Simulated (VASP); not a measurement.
# C (Fd-3m) in VASP: further runs, part 2 of 2

VASP 6.6.1.

## (3) Single point, r2SCAN (volume scaled by 0.72)

Input file POSCAR:

```
C
1.0
    0.0000000000      1.5954751438      1.5954751438
    1.5954751438      0.0000000000      1.5954751438
    1.5954751438      1.5954751438      0.0000000000
C
2
Direct
   -0.1250000000     -0.1250000000     -0.1250000000
    0.1250000000      0.1250000000      0.1250000000
```

Input file INCAR.step1:

```
SYSTEM = C
PREC = Accurate
ENCUT = 520
ISMEAR = -1
SIGMA = 0.08
LREAL = .FALSE.
LASPH = .TRUE.
NELM = 100
NBANDS = 11
GGA = PE
ALGO = Normal
EDIFF = 1E-4
LWAVE = .TRUE.
LCHARG = .FALSE.
```

Input file INCAR.step2:

```
SYSTEM = C
PREC = Accurate
ENCUT = 520
EDIFF = 1E-6
ISMEAR = -1
SIGMA = 0.08
LREAL = .FALSE.
LASPH = .TRUE.
NELM = 100
ALGO = Normal
ISIF = 2
LWAVE = .FALSE.
LCHARG = .FALSE.
METAGGA = R2SCAN
LMIXTAU = .TRUE.
NBANDS = 11
ISTART = 1
```

Input file KPOINTS:

```
regular mesh
0
G
  20 20 20
  0 0 0
```

Potentials or basis: VASP PAW PBE potentials, release 64 (C).

Command:

```console
cat potpaw_PBE.64/C/POTCAR > POTCAR
cp INCAR.step1 INCAR
mpirun -np 1 vasp_std > vasp.out
cp INCAR.step2 INCAR
mpirun -np 1 vasp_std > vasp.out
```

OUTCAR:

```text
SYSTEM = C
   PREC = Accurate
   ENCUT = 520
   EDIFF = 1E-6
   ISMEAR = -1
   LREAL = .FALSE.
   LASPH = .TRUE.
   NELM = 100
   ISIF = 2
   METAGGA = R2SCAN
   ISTART = 1

 ion  position               nearest neighbor table
   1  0.875  0.875  0.875-   2 1.38   2 1.38   2 1.38   2 1.38
   2  0.125  0.125  0.125-   1 1.38   1 1.38   1 1.38   1 1.38

  LATTYP: Found a face centered cubic cell.
 ALAT       =     3.1909502876

  Lattice vectors:

 A1 = (   0.0000000000,   1.5954751438,   1.5954751438)
 A2 = (   1.5954751438,   0.0000000000,   1.5954751438)
 A3 = (   1.5954751438,   1.5954751438,   0.0000000000)

Analysis of symmetry for initial positions (statically):
=====================================================================
 Subroutine PRICEL returns:
 Original cell was already a primitive cell.

 Routine SETGRP: Setting up the symmetry group for a
 face centered cubic supercell.

 Subroutine GETGRP returns: Found 48 space group operations
 (whereof 12 operations were pure point group operations)
 out of a pool of 48 trial point group operations.

The static configuration has the point symmetry D_3d.
 The point group associated with its full space group is O_h .
[... 166 lines left out ...]
 fundamental gap:      5.1778330860
 Fermi energy:        16.5877548321

 k-point     1 :       0.0000    0.0000    0.0000
  band No.  band energies     occupation
      1     -12.6760      2.00000
      2      15.2088      2.00000
      3      15.2088      2.00000
      4      15.2088      2.00000
      5      21.9682      0.00000
      6      21.9682      0.00000
      7      21.9682      0.00000
      8      37.8102      0.00000
      9      40.9119      0.00000
     10      46.6944      0.00000
     11      46.6944      0.00000
[... 309 lines left out ...]
 k-point    24 :      -0.3500    0.0500    0.0000
  band No.  band energies     occupation
      1      -7.8436      2.00000
      2       1.3073      2.00000
      3      10.9133      2.00000
      4      11.8468      2.00000
      5      25.4167      0.00000
      6      25.8594      0.00000
      7      29.0335      0.00000
      8      35.3643      0.00000
      9      42.7581      0.00000
     10      43.4035      0.00000
     11      46.3065      0.00000

 [... further k-points ...]
[... 5 lines left out ...]
  --------------------------------------------------------------------------------------
  -------------------------------------------------------------------------------------
  Total       13.6249293     13.6249293     13.6249293     -0.0000000     -0.0000000      0.0000000
  in kB     2687.4767616   2687.4767616   2687.4767616     -0.0000000     -0.0000000      0.0000000
  external PRESSURE =    2687.4767616 kB  Pullay stress =       0.0000000 kB

 VOLUME and BASIS-vectors are now :
 -----------------------------------------------------------------------------
  energy-cutoff  :      520.00
  volume of cell :        8.12
      direct lattice vectors                 reciprocal lattice vectors
     0.000000000  1.595475144  1.595475144    -0.313386267  0.313386267  0.313386267
     1.595475144  0.000000000  1.595475144     0.313386267 -0.313386267  0.313386267
     1.595475144  1.595475144  0.000000000     0.313386267  0.313386267 -0.313386267

 POSITION                                       TOTAL-FORCE (eV/Angst)
 -----------------------------------------------------------------------------------
      2.79208      2.79208      2.79208        -0.000000      0.000000     -0.000000
      0.39887      0.39887      0.39887         0.000000     -0.000000      0.000000
 -----------------------------------------------------------------------------------
    total drift:                                0.000000      0.000000      0.000000

  FREE ENERGIE OF THE ION-ELECTRON SYSTEM (eV)
  ---------------------------------------------------
  free  energy   TOTEN  =       -17.5708524581 eV

  energy  without entropy=      -17.5708524581  energy(sigma->0) =      -17.57085246
```

OUTCAR.step1:

```text
SYSTEM = C
   PREC = Accurate
   ENCUT = 520
   ISMEAR = -1
   LREAL = .FALSE.
[... 560 lines left out ...]
      2.79208      2.79208      2.79208         0.000000      0.000000      0.000000
      0.39887      0.39887      0.39887        -0.000000     -0.000000     -0.000000
 -----------------------------------------------------------------------------------
    total drift:                                0.000000      0.000000      0.000000

  FREE ENERGIE OF THE ION-ELECTRON SYSTEM (eV)
  ---------------------------------------------------
  free  energy   TOTEN  =       -16.0381707794 eV

  energy  without entropy=      -16.0381707793  energy(sigma->0) =      -16.03817078
```

OSZICAR.step1:

```text
N       E                     dE             d eps       ncg     rms          rms(c)
DAV:   1    -0.945965286470E+00   -0.94597E+00   -0.47593E+03  6107   0.708E+02
DAV:   2    -0.173106861165E+02   -0.16365E+02   -0.16029E+02  7209   0.127E+02
DAV:   3    -0.175150779143E+02   -0.20439E+00   -0.20411E+00  6683   0.103E+01
DAV:   4    -0.175152422083E+02   -0.16429E-03   -0.16429E-03  6076   0.371E-01
DAV:   5    -0.175152423108E+02   -0.10253E-06   -0.10382E-06  6210   0.860E-03    0.841E+00
DAV:   6    -0.164045275717E+02    0.11107E+01   -0.58764E-01  5842   0.579E+00    0.511E+00
DAV:   7    -0.160354077382E+02    0.36912E+00   -0.66221E-01  6214   0.621E+00    0.143E+00
DAV:   8    -0.160381689207E+02   -0.27612E-02   -0.14033E-02  6109   0.995E-01    0.585E-02
DAV:   9    -0.160381707794E+02   -0.18588E-05   -0.72999E-05  5794   0.680E-02
   1 F= -.16038171E+02 E0= -.16038171E+02  d E =-.114301E-09
```

Run time: 53 s. Hardware: 1 thread of Intel Xeon 6975P-C, shared host; peak memory 0.13 GiB.

Results:

- Free energy: -17.5709 eV
- Pressure: 268.7 GPa
- Band gap on the k mesh: 5.18 eV, indirect (least direct gap 6.76 eV)

Levels at points of the mesh, in eV from the valence-band top:
```tsv
k point	band 1	band 2	band 3	band 4	band 5	band 6	band 7	band 8	band 9
(0.00, 0.00, 0.00)	-27.88	0.00	0.00	0.00	6.76	6.76	6.76	22.60	25.70
(0.50, 0.00, 0.00)	-19.69	-18.46	-4.00	-4.00	10.25	10.25	14.35	19.78	29.26
(0.50, 0.50, 0.00)	-16.41	-16.41	-9.07	-9.07	5.73	5.73	23.84	23.84	32.27
```

Caveat: the PAW data sets were made with another functional, which shifts forces and pressure a little. A k mesh can miss the band edges.

## (4) Single point, r2SCAN (volume scaled by 0.8)

Input file POSCAR:

```
C
1.0
    0.0000000000      1.6525040764      1.6525040764
    1.6525040764      0.0000000000      1.6525040764
    1.6525040764      1.6525040764      0.0000000000
C
2
Direct
   -0.1250000000     -0.1250000000     -0.1250000000
    0.1250000000      0.1250000000      0.1250000000
```

Input file INCAR.step1:

```
SYSTEM = C
PREC = Accurate
ENCUT = 520
ISMEAR = -1
SIGMA = 0.08
LREAL = .False.
LASPH = .True.
NELM = 80
NBANDS = 11
GGA = PE
ALGO = Normal
EDIFF = 1E-4
LWAVE = .True.
LCHARG = .False.
```

Input file INCAR.step2:

```
SYSTEM = C
PREC = Accurate
ENCUT = 520
EDIFF = 1E-6
ISMEAR = -1
SIGMA = 0.08
LREAL = .False.
LASPH = .True.
NELM = 80
ALGO = Normal
ISIF = 2
LWAVE = .False.
LCHARG = .False.
METAGGA = R2SCAN
LMIXTAU = .True.
NBANDS = 11
ISTART = 1
```

Input file KPOINTS:

```
regular mesh
0
Gamma
  20 20 20
  0 0 0
```

Command:

```console
cat potpaw_PBE.64/C/POTCAR > POTCAR
cp INCAR.step1 INCAR
mpirun -np 1 vasp_std > vasp.out
cp INCAR.step2 INCAR
mpirun -np 1 vasp_std > vasp.out
```

Wall time 55 s (1 thread of Intel Xeon 6975P-C, shared host); peak memory 0.13 GiB.

It converged, with:

| Quantity | Value |
| --- | --- |
| Free energy | -18.7375 eV |
| Pressure | 152.5 GPa |
| Band gap on the k mesh | 4.89 eV, indirect (least direct gap 6.47 eV) |

Levels at points of the mesh, in eV from the valence-band top:
```
           k point  band 1  band 2  band 3  band 4  band 5  band 6  band 7  band 8  band 9
(0.00, 0.00, 0.00)  -26.12    0.00    0.00    0.00    6.47    6.47    6.47   19.69   23.86
(0.50, 0.00, 0.00)  -18.71  -16.92   -3.65   -3.65    9.83    9.83   12.59   18.84   27.14
(0.50, 0.50, 0.00)  -15.43  -15.43   -8.24   -8.24    5.50    5.50   21.81   21.81   29.62
```

Caveat: the PAW data sets were made with another functional, which shifts forces and pressure a little. A k mesh can miss the band edges.

## (5) Overview

| cell | gap on the mesh (eV) | pressure (GPa) |
| --- | --- | --- |
| a = 2.169 Å, angles 60.0°, 2 atoms | 5.52 | 446.6 |
| a = 2.256 Å, angles 60.0°, 2 atoms | 5.18 | 268.7 |
| a = 2.337 Å, angles 60.0°, 2 atoms | 4.89 | 152.5 |

Alike in all rows: task single point; level r2SCAN; potentials or basis VASP PAW PBE potentials, release 64 (C); no spin polarisation; k mesh 20 × 20 × 20; cutoff (eV) 520; smearing fermi-dirac 0.08 eV.

Caveats: the PAW data sets were made with another functional, which shifts forces and pressure a little.

Total energies depend on the potentials used, so only differences within one code and one set of settings carry meaning.
